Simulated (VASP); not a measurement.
# Ru (P6_3/mmc) in VASP: relaxation of cell and atoms with PBE

Aim: the relaxation of cell and atoms of Ru with PBE.

Everything below comes from runs of VASP 6.6.1. Logs are shortened: lines on timing, memory, paths and dates and some standing lists are left out, and cuts for length are marked.

## Step 1: The cell of the first run

It takes space group P6_3/mmc (No. 194, hexagonal). Conventional cell: a = 2.708 Å, b = 2.708 Å, c = 4.268 Å, α = 90.00°, β = 90.00°, γ = 120.00°. Ru (site symmetry -6m2) has 12 Ru at 2.65 to 2.71 Å within 3.5 Å.

## Step 2: Relaxation of cell and atoms, PBE

The input, INCAR:

```
ALGO = Fast
EDIFF = 1E-6
EDIFFG = -0.005
ENCUT = 600
GGA = PE
IBRION = 2
ISIF = 3
ISMEAR = 0
LASPH = True
LCHARG = False
LREAL = False
LWAVE = False
NELM = 80
NSW = 100
PREC = Accurate
SIGMA = 0.1
```

The input, KPOINTS:

```
k-points
0
Gamma
  18 18 10
```

The input, POSCAR:

```
Ru
1.0
    2.7078263400      0.0000000000      0.0000000000
   -1.3539131700      2.3450464000      0.0000000000
    0.0000000000      0.0000000000      4.2681017800
Ru
2
Direct
    0.3333333300      0.6666666700      0.2500000000
    0.6666666700      0.3333333300      0.7500000000
```

Potentials or basis: VASP PAW PBE potentials, release 64 (Ru_pv).

Command:

```console
$ cat potpaw_PBE.64/Ru_pv/POTCAR > POTCAR
$ mpirun -np 1 vasp_std > vasp.out
```

OUTCAR:

```text
EDIFF = 1E-6
   EDIFFG = -0.005
   ENCUT = 600
   GGA = PE
   IBRION = 2
   ISIF = 3
   ISMEAR = 0
   LASPH = True
   LREAL = False
   NELM = 80
   NSW = 100
   PREC = Accurate

 ion  position               nearest neighbor table
   1  0.333  0.667  0.250-   2 2.65   2 2.65   2 2.65   2 2.65   2 2.65   2 2.65
   2  0.667  0.333  0.750-   1 2.65   1 2.65   1 2.65   1 2.65   1 2.65   1 2.65

  LATTYP: Found a hexagonal cell.
 ALAT       =     2.7078263400
 C/A-ratio  =     1.5762095659

  Lattice vectors:

 A1 = (   2.7078263400,   0.0000000000,   0.0000000000)
 A2 = (  -1.3539131700,   2.3450464000,   0.0000000000)
 A3 = (   0.0000000000,   0.0000000000,   4.2681017800)

Analysis of symmetry for initial positions (statically):
=====================================================================
 Subroutine PRICEL returns:
 Original cell was already a primitive cell.

 Routine SETGRP: Setting up the symmetry group for a
 hexagonal supercell.

 Subroutine GETGRP returns: Found 24 space group operations
 (whereof 12 operations were pure point group operations)
 out of a pool of 24 trial point group operations.

The static configuration has the point symmetry D_3d.
 The point group associated with its full space group is D_6h.

Analysis of symmetry for dynamics (positions and initial velocities):
=====================================================================
 Subroutine PRICEL returns:
 Original cell was already a primitive cell.

 Routine SETGRP: Setting up the symmetry group for a
 hexagonal supercell.

 Subroutine GETGRP returns: Found 24 space group operations
 (whereof 12 operations were pure point group operations)
 out of a pool of 24 trial point group operations.

The dynamic configuration has the point symmetry D_3d.
 The point group associated with its full space group is D_6h.

 Subroutine INISYM returns: Found 24 space group operations
 (whereof 12 operations are pure point group operations),
 and found     1 'primitive' translations

----------------------------------------------------------------------------------------

                                     Primitive cell

  volume of cell :      27.1024

  direct lattice vectors                    reciprocal lattice vectors
     2.707826340  0.000000000  0.000000000     0.369299901  0.213215397  0.000000000
    -1.353913170  2.345046400  0.000000000     0.000000000  0.426430795  0.000000000
     0.000000000  0.000000000  4.268101780     0.000000000  0.000000000  0.234296193

[... 95 lines left out ...]
   NUPDOWN=      -1.0000    fix difference up-down
   EMIN   =  10.00;   EMAX   =-10.00  energy-range for DOS
   EFERMI =   0.00;   METHOD = LEGACY
   ISMEAR =     0;   SIGMA  =   0.10  broadening in eV -4-tet -1-fermi 0-gaus
   EFERMI_NEDOS =   21; number of points for ismear=-14 and -15
   IALGO  =     68    algorithm
   IMIX   =      4    mixing-type and parameters
     AMIX     =   0.40;   BMIX     =  1.00
     AMIX_MAG =   1.60;   BMIX_MAG =  1.00
  volume/ion in A,a.u.               =      13.55        91.45
  Fermi-wavevector in a.u.,A,eV,Ry     =   1.654977  3.127452 37.265640  2.738947
  Thomas-Fermi vector in A             =   2.743152
   LORBIT       =      0    0 simple, 1 ext, 2 COOP (PROOUT), +10 PAW based schemes
   GGA     = PE    functional components
   LHFCALC =     F    Hartree Fock is set to
   AEXX    =    0.0000 exact exchange contribution
   IVDW    =     0    specifies the selected vdW correction
   LEPSILON=     F    determine dielectric tensor
   LRPA    =     F    only Hartree local field effects (RPA)
 conjugate gradient relaxation of ions
 non-spin polarized calculation
 RMM-DIIS sequential band-by-band and
 Gauss-broadening in eV      SIGMA  =   0.10
  energy-cutoff  :      600.00
  volume of cell :       27.10
 maximum number of plane-waves:       935
 NGX is ok and might be reduce to    24
   NGX = 11   NGY = 11   NGZ = 17

--------------------------------------- Ionic step        1  -------------------------------------------

 number of electron      28.0000001 magnetization

 Free energy of the ion-electron system (eV)
  ---------------------------------------------------
  ext. energy  EPLUGINS =         0.00000000
  ---------------------------------------------------
  free energy    TOTEN  =       -18.46511697 eV

  energy without entropy =      -18.45597426  energy(sigma->0) =      -18.46054562

------------------------ aborting loop because EDIFF is reached ----------------------------------------

  FORCE on cell =-STRESS in cart. coord.  units (eV):
  Direction    XX          YY          ZZ          XY          YZ          ZX
  --------------------------------------------------------------------------------------
  -------------------------------------------------------------------------------------
  Total        0.7680545      0.7680545      0.9925076     -0.0000000      0.0000000      0.0000000
  in kB       45.4041561     45.4041561     58.6728790     -0.0000000      0.0000000      0.0000000
  external PRESSURE =      49.8270637 kB  Pullay stress =       0.0000000 kB
[... 167 lines left out ...]
--------------------------------------- Ionic step        6  -------------------------------------------

 number of electron      28.0000004 magnetization

 Free energy of the ion-electron system (eV)
  ---------------------------------------------------
  ext. energy  EPLUGINS =         0.00000000
  ---------------------------------------------------
  free energy    TOTEN  =       -18.47161793 eV

  energy without entropy =      -18.46231078  energy(sigma->0) =      -18.46696436

 E-fermi :  12.5940     XC(G=0): -14.0371

 val. band max:       12.5914994367   @ k =   0.1667   0.1111   0.3000
 cond. band min:      12.5965702828   @ k =   0.4444   0.1111   0.5000
 fundamental gap:      0.0050708461
 Fermi energy:        12.5940079232

 k-point     1 :       0.0000    0.0000    0.0000
  band No.  band energies     occupation
      1     -30.9996      2.00000
      2     -30.1056      2.00000
      3     -30.1056      2.00000
      4     -29.9408      2.00000
      5     -29.9408      2.00000
      6     -29.9011      2.00000
[... 481 lines left out ...]
      5     -30.1804      2.00000
      6     -30.1051      2.00000
[... 10 lines left out ...]
     17      16.2797      0.00000
     18      19.8899      0.00000

 [... further k-points ...]

------------------------ aborting loop because EDIFF is reached ----------------------------------------

  FORCE on cell =-STRESS in cart. coord.  units (eV):
  Direction    XX          YY          ZZ          XY          YZ          ZX
  --------------------------------------------------------------------------------------
  -------------------------------------------------------------------------------------
  Total        0.0059124      0.0059124      0.0031320     -0.0000000      0.0000000     -0.0000000
  in kB        0.3442696      0.3442696      0.1823741     -0.0000000      0.0000000     -0.0000000
  external PRESSURE =       0.2903044 kB  Pullay stress =       0.0000000 kB
[... 17 lines left out ...]
  FREE ENERGIE OF THE ION-ELECTRON SYSTEM (eV)
  ---------------------------------------------------
  free  energy   TOTEN  =       -18.4716179307 eV

  energy  without entropy=      -18.4623107829  energy(sigma->0) =      -18.46696436

 reached required accuracy - stopping structural energy minimisation
```

OSZICAR:

```text
N       E                     dE             d eps       ncg     rms          rms(c)
DAV:   1     0.308869966305E+03    0.30887E+03   -0.19448E+04  7992   0.192E+03
DAV:   2    -0.124011268144E+02   -0.32127E+03   -0.31548E+03  8458   0.523E+02
[... 52 lines left out ...]
   5 F= -.18471613E+02 E0= -.18466965E+02  d E =-.155885E-04
       N       E                     dE             d eps       ncg     rms          rms(c)
DAV:   1    -0.184716647494E+02   -0.51889E-04   -0.17720E-03  8104   0.371E-01    0.431E-02
RMM:   2    -0.184716258985E+02    0.38851E-04   -0.35489E-05  7992   0.555E-02    0.178E-02
RMM:   3    -0.184716179155E+02    0.79830E-05   -0.14711E-05  7992   0.305E-02    0.203E-03
RMM:   4    -0.184716179307E+02   -0.15211E-07   -0.14480E-06  4504   0.102E-02
   6 F= -.18471618E+02 E0= -.18466964E+02  d E =-.203071E-04
```

CONTCAR:

```text
Ru
   1.00000000000000
     2.7194764844483443    0.0000000000000000   -0.0000000000000000
    -1.3597382422241722    2.3551357210567758    0.0000000000000000
     0.0000000000000000    0.0000000000000000    4.2960996375971234
  Ru
     2
Direct
     0.3333333300000021    0.6666666699999979    0.2500000000000000
     0.6666666699999979    0.3333333300000021    0.7500000000000000

  0.00000000E+00  0.00000000E+00  0.00000000E+00
  0.00000000E+00  0.00000000E+00  0.00000000E+00
```

Run time: 12 min. Hardware: 1 thread of Intel Xeon 8259CL, shared host; peak memory 0.25 GiB.

What came out:

| Property | Result |
| --- | --- |
| Free energy | -18.4716 eV |
| Relaxed volume | 13.76 Å³/atom |
| Relaxed cell | a = 2.719 Å, b = 2.719 Å, c = 4.296 Å, α = 90.00°, β = 90.00°, γ = 120.00° |
| Space group after relaxing (to 0.1 Å) | P6_3/mmc (No. 194) |
| Energy gained by relaxing | 3.3 meV/atom |
| Ionic steps | 6 |
| Pressure after relaxing | 0.0 GPa |
| Band gap on the k mesh | zero (bands 14 and 15 overlap by 3.07 eV) |

The path:
```tsv
step	energy change (eV)	largest force (eV/Å)	pressure (GPa)	volume (Å³)
1	0.0000	0.0000	4.98	27.10
2	0.0467	0.0000	-12.69	28.79
3	-0.0065	0.0000	-0.06	27.53
4	-0.0065	0.0000	0.01	27.52
5	-0.0065	0.0000	0.03	27.51
6	-0.0065	0.0000	0.03	27.52
```

Final structure:
```xyz
2
Lattice="2.7195 0.0000 0.0000 -1.3597 2.3551 0.0000 0.0000 0.0000 4.2961" Properties=species:S:1:pos:R:3 pbc="T T T"
Ru    0.0000    1.5701    1.0740
Ru    1.3597    0.7850    3.2221
```

Levels at points of the mesh, in eV from the Fermi level:
```tsv
k point	band 12	band 13	band 14	band 15	band 16	band 17
(0.00, 0.00, 0.00)	-1.87	-1.87	-1.37	-1.37	1.17	1.17
(0.50, 0.00, 0.00)	-1.77	-1.48	1.39	1.80	1.89	4.00
(0.00, 0.00, 0.50)	-2.70	-2.65	-2.65	0.54	0.54	0.54
(0.50, 0.00, 0.50)	-1.04	0.45	0.45	1.64	1.64	3.35
```
